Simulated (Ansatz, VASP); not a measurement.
# One calculation of Zn, two programs

```
Zn
1.0
     2.63504    0.00000    0.00000
    -1.31752    2.28201    0.00000
     0.00000    0.00000    5.09199
Zn
2
Cartesian
  0.0000 0.0000 0.0000
  0.0000 1.5213 2.5460
```

Alike in both runs: functional PBE; k mesh 18 × 18 × 10; occupations gaussian, width 0.1 eV; no spin polarisation.

Ansatz relaxed the structure, and its values are those at the end. VASP's run is a single point on that final structure, the one shown.

|  | VASP | Ansatz |
| --- | --- | --- |
| version | VASP 6.6.1 | Ansatz 0.2.0 |
| potentials or method | VASP PAW PBE potentials, release 64 (Zn), cutoff 520 eV | scalar-relativistic, plane waves, PAW |
| valence electrons in the cell | 24 | 24 |

```csv
,VASP,Ansatz,Ansatz less VASP
gap on the k mesh at the Fermi level (eV),none,none,-
pressure (GPa),0.4,0.0,-0.35
```

A gap of «none» marks a metal or a gap that the smearing closes.
